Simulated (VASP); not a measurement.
# CaV3P (Pm-3m) in VASP: a series of runs

Runs on CaV3P. Level: PBE. Tasks: single point, relaxation of cell and atoms.

Everything below comes from runs of VASP 6.6.1. Logs are shortened: lines on timing, memory, paths and dates and some standing lists are left out, and cuts for length are marked.

**1. The cell of the first run**

The structure is cubic, space group Pm-3m (No. 221). Conventional cell: a = 4.518 Å, b = 4.518 Å, c = 4.518 Å, α = 90.00°, β = 90.00°, γ = 90.00°. Ca (site symmetry m-3m) has 12 V at 3.19 Å and 8 P at 3.91 Å within 4.2 Å. Within 3.0 Å of V (site symmetry 4/mmm) lie 2 P at 2.26 Å. P (site symmetry m-3m) has 6 V at 2.26 Å within 3.0 Å.

**2. Single point, PBE, collinear spin, ferromagnetic start**

Contents of INCAR:

```
SYSTEM = CaV3P
PREC = Accurate
ENCUT = 520
EDIFF = 1E-6
ISMEAR = 0
SIGMA = 0.1
LREAL = .FALSE.
LASPH = .TRUE.
NELM = 150
ALGO = Normal
ISIF = 2
LWAVE = .FALSE.
LCHARG = .TRUE.
ISPIN = 2
MAGMOM = 0 0.54 0.54 0.54 0
LORBIT = 11
LMAXMIX = 4
GGA = PE
LELF = .TRUE.
LVHAR = .TRUE.
NBANDS = 39
```

Contents of KPOINTS:

```
regular mesh
0
G
  4 4 4
  0 0 0
```

Contents of POSCAR:

```
CaV3P
1.0
    4.5179875855      0.0000000000      0.0000000000
    0.0000000000      4.5179875855      0.0000000000
    0.0000000000      0.0000000000      4.5179875855
Ca V P
1 3 1
Direct
    0.0000000000      0.0000000000      0.0000000000
    0.0000000000      0.5000000000      0.5000000000
    0.5000000000      0.0000000000      0.5000000000
    0.5000000000      0.5000000000      0.0000000000
    0.5000000000      0.5000000000      0.5000000000
```

Potentials or basis: VASP PAW PBE potentials, release 64 (Ca_sv, V_sv, P).

The run is started by

```bash
$ cat potpaw_PBE.64/Ca_sv/POTCAR potpaw_PBE.64/V_sv/POTCAR potpaw_PBE.64/P/POTCAR > POTCAR
$ mpirun -np 1 vasp_std > vasp.out
```

OUTCAR:

```text
SYSTEM = CaV3P
   PREC = Accurate
   ENCUT = 520
   EDIFF = 1E-6
   ISMEAR = 0
   LREAL = .FALSE.
   LASPH = .TRUE.
   NELM = 150
   ISIF = 2
   ISPIN = 2
   LORBIT = 11
   GGA = PE

 ion  position               nearest neighbor table
   1  0.000  0.000  0.000-
   2  0.000  0.500  0.500-   5 2.26   5 2.26
   3  0.500  0.000  0.500-   5 2.26   5 2.26
   4  0.500  0.500  0.000-   5 2.26   5 2.26
   5  0.500  0.500  0.500-   2 2.26   3 2.26   4 2.26   4 2.26   3 2.26   2 2.26

  LATTYP: Found a simple cubic cell.
 ALAT       =     4.5179875855

  Lattice vectors:

 A1 = (   4.5179875855,   0.0000000000,   0.0000000000)
 A2 = (   0.0000000000,   4.5179875855,   0.0000000000)
 A3 = (   0.0000000000,   0.0000000000,   4.5179875855)

Analysis of symmetry for initial positions (statically):
=====================================================================
 Subroutine PRICEL returns:
 Original cell was already a primitive cell.

 Routine SETGRP: Setting up the symmetry group for a
 simple cubic supercell.

 Subroutine GETGRP returns: Found 48 space group operations
 (whereof 48 operations were pure point group operations)
 out of a pool of 48 trial point group operations.

The static configuration has the point symmetry O_h .

Analysis of symmetry for dynamics (positions and initial velocities):
=====================================================================
 Subroutine PRICEL returns:
 Original cell was already a primitive cell.

 Routine SETGRP: Setting up the symmetry group for a
 simple cubic supercell.

 Subroutine GETGRP returns: Found 48 space group operations
 (whereof 48 operations were pure point group operations)
 out of a pool of 48 trial point group operations.

The dynamic configuration has the point symmetry O_h .

Analysis of structural, dynamic, and magnetic symmetry:
=====================================================================
 Subroutine PRICEL returns:
 Original cell was already a primitive cell.

 Routine SETGRP: Setting up the symmetry group for a
 simple cubic supercell.

 Subroutine GETGRP returns: Found 48 space group operations
 (whereof 48 operations were pure point group operations)
 out of a pool of 48 trial point group operations.

The overall configuration has the point symmetry O_h .

 Subroutine INISYM returns: Found 48 space group operations
 (whereof 48 operations are pure point group operations),
 and found     1 'primitive' translations

----------------------------------------------------------------------------------------

                                     Primitive cell

  volume of cell :      92.2221

  direct lattice vectors                    reciprocal lattice vectors
     4.517987586  0.000000000  0.000000000     0.221337483  0.000000000  0.000000000
     0.000000000  4.517987586  0.000000000     0.000000000  0.221337483  0.000000000
     0.000000000  0.000000000  4.517987586     0.000000000  0.000000000  0.221337483

  length of vectors
     4.517987586  4.517987586  4.517987586     0.221337483  0.221337483  0.221337483

  position of ions in fractional coordinates (direct lattice)
     0.000000000  0.000000000  0.000000000
     0.000000000  0.500000000  0.500000000
     0.500000000  0.000000000  0.500000000
     0.500000000  0.500000000  0.000000000
     0.500000000  0.500000000  0.500000000

  ion indices of the primitive-cell ions
   primitive index   ion index
                 1           1
                 2           2
                 3           3
                 4           4
                 5           5

----------------------------------------------------------------------------------------

 KPOINTS: regular mesh

Automatic generation of k-mesh.
 Grid dimensions read from file:
 generate k-points for:    4    4    4

 Generating k-lattice:

  Cartesian coordinates                     Fractional coordinates (reciprocal lattice)
     0.055334371  0.000000000  0.000000000     0.250000000  0.000000000  0.000000000
     0.000000000  0.055334371  0.000000000     0.000000000  0.250000000  0.000000000
     0.000000000  0.000000000  0.055334371     0.000000000  0.000000000  0.250000000

  Length of vectors
     0.055334371  0.055334371  0.055334371

  Shift w.r.t. Gamma in fractional coordinates (k-lattice)
     0.000000000  0.000000000  0.000000000

 Subroutine IBZKPT returns following result:
 ===========================================

 Found     10 irreducible k-points:

 Following reciprocal coordinates:
            Coordinates               Weight
  0.000000  0.000000  0.000000      1.000000
  0.250000  0.000000  0.000000      6.000000
  0.500000  0.000000  0.000000      3.000000
  0.250000  0.250000  0.000000     12.000000
  0.500000  0.250000  0.000000     12.000000
  0.500000  0.500000  0.000000      3.000000
  0.250000  0.250000  0.250000      8.000000
  0.500000  0.250000  0.250000     12.000000
  0.500000  0.500000  0.250000      6.000000
  0.500000  0.500000  0.500000      1.000000
   k-points           NKPTS =     10   k-points in BZ     NKDIM =     10   number of bands    NBANDS=     39
   number of dos      NEDOS =    301   number of ions     NIONS =      5
   total plane-waves  NPLWV =  46656
   dimension x,y,z NGX =    36 NGY =   36 NGZ =   36
   dimension x,y,z NGXF=    72 NGYF=   72 NGZF=   72
   ions per type =               1   3   1
   NGX,Y,Z   is equivalent  to a cutoff of  13.25, 13.25, 13.25 a.u.
   NGXF,Y,Z  is equivalent  to a cutoff of  26.49, 26.49, 26.49 a.u.
 SYSTEM =  CaV3P
   PREC   = accura    normal or accurate (medium, high low for compatibility)
   ISTART =      0    job   : 0-new  1-cont  2-samecut
   ICHARG =      2    charge: 1-file 2-atom 10-const
   ISPIN  =      2    spin polarized calculation?
   LNONCOLLINEAR =      F non collinear calculations
   LSORBIT =      F    spin-orbit coupling
   LASPH  =      T    aspherical Exc in radial PAW
   ENCUT  =  520.0 eV  38.22 Ry    6.18 a.u.   8.40  8.40  8.40*2*pi/ulx,y,z
   NELM   =    150;   NELMIN=  2; NELMDL= -5     # of ELM steps
   EDIFF  = 0.1E-05   stopping-criterion for ELM
   LREAL  =      F    real-space projection
   EDIFFG = 0.1E-04   stopping-criterion for IOM
   NSW    =      0    number of steps for IOM
   IBRION =     -1    ionic relax: 0-MD 1-quasi-New 2-CG
   NFREE  =      0    steps in history (QN), initial steepest desc. (CG)
   ISIF   =      2    stress and relaxation
   ISYM   =      2    0-nonsym 1-usesym 2-fastsym
   POTIM  = 0.5000    time-step for ionic-motion
   TEBEG  =    0.0;   TEEND  =   0.0 temperature during run
   PSTRESS=    0.0 pullay stress
   NELECT =      54.0000    total number of electrons
   NUPDOWN=      -1.0000    fix difference up-down
   EMIN   =  10.00;   EMAX   =-10.00  energy-range for DOS
   EFERMI =   0.00;   METHOD = LEGACY
   ISMEAR =     0;   SIGMA  =   0.10  broadening in eV -4-tet -1-fermi 0-gaus
   EFERMI_NEDOS =   21; number of points for ismear=-14 and -15
   IALGO  =     38    algorithm
   IMIX   =      4    mixing-type and parameters
     AMIX     =   0.40;   BMIX     =  1.00
     AMIX_MAG =   1.60;   BMIX_MAG =  1.00
  volume/ion in A,a.u.               =      18.44       124.47
  Fermi-wavevector in a.u.,A,eV,Ry     =   1.369602  2.588173 25.521940  1.875810
  Thomas-Fermi vector in A             =   2.495463
   LORBIT       =     11    0 simple, 1 ext, 2 COOP (PROOUT), +10 PAW based schemes
   GGA     = PE    functional components
   LHFCALC =     F    Hartree Fock is set to
   AEXX    =    0.0000 exact exchange contribution
   IVDW    =     0    specifies the selected vdW correction
   LEPSILON=     F    determine dielectric tensor
   LRPA    =     F    only Hartree local field effects (RPA)
 spin polarized calculation
 Gauss-broadening in eV      SIGMA  =   0.10
  energy-cutoff  :      520.00
  volume of cell :       92.22
 maximum number of plane-waves:      2517
 NGX is ok and might be reduce to    36
   NGX = 17   NGY = 17   NGZ = 17

 number of electron      53.9999971 magnetization       2.8746827

 Free energy of the ion-electron system (eV)
  ---------------------------------------------------
  ext. energy  EPLUGINS =         0.00000000
  ---------------------------------------------------
  free energy    TOTEN  =       -32.94284587 eV

  energy without entropy =      -32.90486904  energy(sigma->0) =      -32.92385745

 E-fermi :   6.3142     XC(G=0): -10.8273

 val. band max:        6.2979669589   @ k =   0.5000   0.0000   0.0000
 cond. band min:       6.3765329366   @ k =   0.2500   0.2500   0.0000
 fundamental gap:      0.0785659777
 Fermi energy:         6.3142424031

 spin component 1

 k-point     1 :       0.0000    0.0000    0.0000
  band No.  band energies     occupation
      1     -58.1443      1.00000
      2     -58.1232      1.00000
      3     -58.1232      1.00000
      4     -33.5793      1.00000
      5     -32.0871      1.00000
      6     -32.0871      1.00000
[... 31 lines left out ...]
     38      11.2273      0.00000
     39      11.7592      0.00000
[... 376 lines left out ...]
     38       8.8634      0.00000
     39      11.8016      0.00000
 Fermi energy:         6.3142424031

 spin component 2

 k-point     1 :       0.0000    0.0000    0.0000
  band No.  band energies     occupation
      1     -57.3341      1.00000
      2     -57.3124      1.00000
      3     -57.3124      1.00000
      4     -33.5489      1.00000
      5     -31.2547      1.00000
      6     -31.2547      1.00000
[... 31 lines left out ...]
     38      11.9566      0.00000
     39      11.9931      0.00000
[... 376 lines left out ...]
     38       9.3708      0.00000
     39      11.8567      0.00000

------------------------ aborting loop because EDIFF is reached ----------------------------------------

  FORCE on cell =-STRESS in cart. coord.  units (eV):
  Direction    XX          YY          ZZ          XY          YZ          ZX
  --------------------------------------------------------------------------------------
  -------------------------------------------------------------------------------------
  Total        0.1738548      0.1738548      0.1738548      0.0000000      0.0000000      0.0000000
  in kB        3.0203845      3.0203845      3.0203845      0.0000000      0.0000000      0.0000000
  external PRESSURE =       3.0203845 kB  Pullay stress =       0.0000000 kB

 VOLUME and BASIS-vectors are now :
 -----------------------------------------------------------------------------
  energy-cutoff  :      520.00
  volume of cell :       92.22
      direct lattice vectors                 reciprocal lattice vectors
     4.517987586  0.000000000  0.000000000     0.221337483  0.000000000  0.000000000
     0.000000000  4.517987586  0.000000000     0.000000000  0.221337483  0.000000000
     0.000000000  0.000000000  4.517987586     0.000000000  0.000000000  0.221337483

 POSITION                                       TOTAL-FORCE (eV/Angst)
 -----------------------------------------------------------------------------------
      0.00000      0.00000      0.00000         0.000000      0.000000      0.000000
      0.00000      2.25899      2.25899         0.000000      0.000000      0.000000
      2.25899      0.00000      2.25899         0.000000      0.000000      0.000000
      2.25899      2.25899      0.00000         0.000000      0.000000      0.000000
      2.25899      2.25899      2.25899         0.000000      0.000000      0.000000
 -----------------------------------------------------------------------------------
    total drift:                                0.000000      0.000000      0.000000

  FREE ENERGIE OF THE ION-ELECTRON SYSTEM (eV)
  ---------------------------------------------------
  free  energy   TOTEN  =       -32.9428458668 eV

  energy  without entropy=      -32.9048690360  energy(sigma->0) =      -32.92385745

 total charge

# of ion       s       p       d       tot
------------------------------------------
    1        2.075   5.862   0.262   8.200
    2        2.242   6.171   3.050  11.462
    3        2.242   6.171   3.050  11.462
    4        2.242   6.171   3.050  11.462
    5        1.033   1.618   0.000   2.652
--------------------------------------------------
tot          9.834  25.993   9.411  45.239

 magnetization (x)

# of ion       s       p       d       tot
------------------------------------------
    1       -0.004   0.006   0.036   0.037
    2        0.009   0.007   0.811   0.827
    3        0.009   0.007   0.811   0.827
    4        0.009   0.007   0.811   0.827
    5       -0.008  -0.036   0.000  -0.044
--------------------------------------------------
tot          0.014  -0.010   2.469   2.473
```

Run time: 3.4 min. Hardware: 1 thread of Intel Xeon 8259CL, shared host; peak memory 0.27 GiB.

Results:

| Property | Result |
| --- | --- |
| Free energy | -32.9428 eV |
| Pressure | 0.3 GPa |
| Net moment | 2.87 μB per cell |
| Site moments | Ca +0.04; V +0.83; P -0.04 μB |
| Valence electrons inside the program's atomic spheres | Ca 8.20; V 11.46; P 2.65 |

Levels at points of the mesh, in eV from the Fermi level:
Spin up:
| k point | band 27 | band 28 | band 29 | band 30 | band 31 | band 32 |
| --- | --- | --- | --- | --- | --- | --- |
| (0.00, 0.00, 0.00) | -0.06 | -0.06 | 0.14 | 0.14 | 0.14 | 1.27 |
| (0.50, 0.00, 0.00) | -0.30 | -0.07 | -0.02 | 0.44 | 0.44 | 0.58 |
| (0.50, 0.50, 0.00) | -0.39 | -0.26 | -0.26 | 0.26 | 0.46 | 0.63 |
| (0.50, 0.50, 0.50) | -0.26 | 0.18 | 0.18 | 0.18 | 0.45 | 0.45 |
Spin down:
```tsv
k point	band 24	band 25	band 26	band 27	band 28	band 29
(0.00, 0.00, 0.00)	-1.44	-1.33	-1.33	0.77	0.77	0.92
(0.50, 0.00, 0.00)	-0.61	-0.61	-0.45	0.47	0.70	0.82
(0.50, 0.50, 0.00)	-0.43	-0.43	0.18	0.28	0.45	0.45
(0.50, 0.50, 0.50)	-0.04	0.41	0.41	0.41	0.41	0.41
```

**3. Relaxation of cell and atoms, PBE, collinear spin, ferromagnetic start**

This run uses another cell than the first one, of 15.95 Å³/atom.

Contents of INCAR:

```
SYSTEM = CaV3P
ALGO = Normal
EDIFF = 1E-6
EDIFFG = -0.04
ENCUT = 600
GGA = PE
IBRION = 2
ISIF = 3
ISMEAR = 0
ISPIN = 2
LASPH = .TRUE.
LCHARG = .FALSE.
LMAXMIX = 4
LORBIT = 11
LREAL = .FALSE.
LWAVE = .FALSE.
MAGMOM = 0 0.54 0.54 0.54 0
NELM = 150
NSW = 90
PREC = Accurate
SIGMA = 0.1
```

Contents of KPOINTS:

```
k-points
0
G
  4 4 4
  0 0 0
```

Edit POSCAR of step 2 so:

```diff
@@ -2,5 +2,5 @@
 1.0
-    4.5179875855      0.0000000000      0.0000000000
-    0.0000000000      4.5179875855      0.0000000000
-    0.0000000000      0.0000000000      4.5179875855
+    4.3046081582      0.0000000000      0.0000000000
+    0.0000000000      4.3046081582      0.0000000000
+    0.0000000000      0.0000000000      4.3046081582
 Ca V P
```

Potentials or basis: VASP PAW PBE potentials, release 64 (Ca_sv, V_sv, P).

The run is started by

```bash
$ cat potpaw_PBE.64/Ca_sv/POTCAR potpaw_PBE.64/V_sv/POTCAR potpaw_PBE.64/P/POTCAR > POTCAR
$ mpirun -np 1 vasp_std > vasp.out
```

It took 7 min on 1 thread of Intel Xeon 8259CL, shared host; peak memory 0.27 GiB.

Results (log left out):

* Free energy: -32.9402 eV
* Relaxed volume: 18.53 Å³/atom
* Relaxed cell: a = 4.525 Å, b = 4.525 Å, c = 4.525 Å, α = 90.00°, β = 90.00°, γ = 90.00°
* Space group after relaxing (to 0.1 Å): Pm-3m (No. 221)
* Energy gained by relaxing: 134.4 meV/atom
* Ionic steps: 3
* Pressure after relaxing: -0.1 GPa
* Net moment: 2.96 μB per cell
* Site moments: Ca +0.04; V +0.85; P -0.05 μB
* Valence electrons inside the program's atomic spheres: Ca 8.20; V 11.46; P 2.65

Step by step:
```tsv
step	energy change (eV)	largest force (eV/Å)	pressure (GPa)	volume (Å³)
1	0.0000	0.0000	19.57	79.76
2	-0.3196	0.0000	-8.73	104.43
3	-0.6721	0.0000	-0.10	92.67
```

Final structure:
```
Ca V P
1.0
     4.52522    0.00000    0.00000
     0.00000    4.52522    0.00000
     0.00000    0.00000    4.52522
Ca V P
1 3 1
Direct
  0.00000 0.00000 0.00000
  0.00000 0.50000 0.50000
  0.50000 0.00000 0.50000
  0.50000 0.50000 0.00000
  0.50000 0.50000 0.50000
```

Levels at points of the mesh, in eV from the Fermi level:
Spin up:
```csv
k point,band 25,band 26,band 27,band 28,band 29,band 30,band 31,band 32,band 33
"(0.00, 0.00, 0.00)",-1.83,-1.83,-0.07,-0.07,0.14,0.14,0.14,1.25,1.63
"(0.50, 0.00, 0.00)",-1.10,-0.97,-0.31,-0.08,-0.02,0.43,0.43,0.56,1.85
"(0.50, 0.50, 0.00)",-0.84,-0.61,-0.40,-0.26,-0.26,0.25,0.46,0.62,1.89
"(0.50, 0.50, 0.50)",-0.26,-0.26,-0.26,0.17,0.17,0.17,0.44,0.44,1.37
```
Spin down:
| k point | band 22 | band 23 | band 24 | band 25 | band 26 | band 27 | band 28 | band 29 | band 30 | band 31 |
| --- | --- | --- | --- | --- | --- | --- | --- | --- | --- | --- |
| (0.00, 0.00, 0.00) | -1.41 | -1.41 | -1.41 | -1.32 | -1.32 | 0.79 | 0.79 | 0.93 | 0.93 | 0.93 |
| (0.50, 0.00, 0.00) | -1.47 | -1.09 | -0.60 | -0.60 | -0.44 | 0.48 | 0.71 | 0.84 | 1.24 | 1.24 |
| (0.50, 0.50, 0.00) | -0.45 | -0.45 | -0.42 | -0.42 | 0.19 | 0.29 | 0.47 | 0.47 | 1.07 | 1.08 |
| (0.50, 0.50, 0.50) | -0.02 | -0.02 | -0.02 | 0.41 | 0.41 | 0.41 | 0.43 | 0.43 | 0.43 | 1.32 |

Caveat: the k points lie up to 0.35 Å⁻¹ apart in the final cell; the volume moved by over 15 % at a fixed basis, so the end points are rough.

**4. Single point, PBE, collinear spin, ferromagnetic start**

Contents of INCAR:

```
PREC = Accurate
ENCUT = 520
EDIFF = 1E-6
ISMEAR = 0
SIGMA = 0.1
LREAL = F
LASPH = T
NELM = 150
ALGO = Normal
ISIF = 2
LWAVE = F
LCHARG = F
ISPIN = 2
MAGMOM = 0 0.78 0.78 0.78 0
LORBIT = 11
LMAXMIX = 4
GGA = PE
NBANDS = 39
```

Contents of KPOINTS:

```
regular mesh
0
Gamma
  8 8 8
```

Edit POSCAR of step 3 so:

```diff
@@ -2,5 +2,5 @@
 1.0
-    4.3046081582      0.0000000000      0.0000000000
-    0.0000000000      4.3046081582      0.0000000000
-    0.0000000000      0.0000000000      4.3046081582
+    4.5189719711      0.0000000000      0.0000000000
+    0.0000000000      4.5189719711      0.0000000000
+    0.0000000000      0.0000000000      4.5189719711
 Ca V P
```

The run is started by

```bash
$ cat potpaw_PBE.64/Ca_sv/POTCAR potpaw_PBE.64/V_sv/POTCAR potpaw_PBE.64/P/POTCAR > POTCAR
$ mpirun -np 1 vasp_std > vasp.out
```

Run time: 7.5 min. Hardware: 1 thread of Intel Xeon 8259CL, shared host; peak memory 0.37 GiB.

It converged, with:

```yaml
Free_energy: -32.9450 eV
Pressure: 0.2 GPa
Net_moment: 2.82 μB per cell
Site_moments: Ca +0.04; V +0.80; P -0.04 μB
Valence_electrons_inside_the_program's_atomic_spheres: Ca 8.20; V 11.46; P 2.65
```

Levels at points of the mesh, in eV from the Fermi level:
Spin up:
| k point | band 25 | band 26 | band 27 | band 28 | band 29 | band 30 | band 31 | band 32 | band 33 | band 34 |
| --- | --- | --- | --- | --- | --- | --- | --- | --- | --- | --- |
| (0.00, 0.00, 0.00) | -1.82 | -1.82 | -0.06 | -0.06 | 0.14 | 0.14 | 0.14 | 1.28 | 1.64 | 1.64 |
| (0.50, 0.00, 0.00) | -1.11 | -0.96 | -0.30 | -0.07 | -0.02 | 0.44 | 0.44 | 0.59 | 1.64 | 1.86 |
| (0.50, 0.50, 0.00) | -0.84 | -0.61 | -0.39 | -0.25 | -0.25 | 0.27 | 0.46 | 0.63 | 0.74 | 1.90 |
| (0.50, 0.50, 0.50) | -0.25 | -0.25 | -0.25 | 0.18 | 0.18 | 0.18 | 0.45 | 0.45 | 1.38 | 1.38 |
Spin down:
```
           k point  band 23  band 24  band 25  band 26  band 27  band 28  band 29  band 30
(0.00, 0.00, 0.00)    -1.45    -1.45    -1.34    -1.34     0.74     0.74     0.91     0.91
(0.50, 0.00, 0.00)    -1.13    -0.62    -0.62    -0.45     0.47     0.68     0.79     1.21
(0.50, 0.50, 0.00)    -0.46    -0.44    -0.44     0.18     0.27     0.43     0.43     1.04
(0.50, 0.50, 0.50)    -0.05    -0.05     0.39     0.39     0.39     0.42     0.42     0.42
```

**5. The runs side by side**

```csv
task,cell,k mesh,cutoff (eV),gap on the mesh (eV),pressure (GPa),moment (μB)
single point,"a = 4.518 Å, 5 atoms",4 × 4 × 4,520,none,0.3,2.87
relaxation of cell and atoms,"relaxed from a = 4.305 Å, 5 atoms",4 × 4 × 4,600,none,-0.1,2.96
single point,"a = 4.519 Å, 5 atoms",8 × 8 × 8,520,none,0.2,2.82
```

Alike in all rows: level PBE; potentials or basis VASP PAW PBE potentials, release 64 (Ca_sv, V_sv, P); spin collinear, ferromagnetic start; smearing gaussian 0.1 eV.

Caveats: some runs use coarse meshes; the volume moved by over 15 % at a fixed basis, so the end points are rough (at least some runs).

Absolute energies hang on the potentials; compare differences alone.

The gap in the log of VASP goes by the Fermi energy; the results here count the filled bands.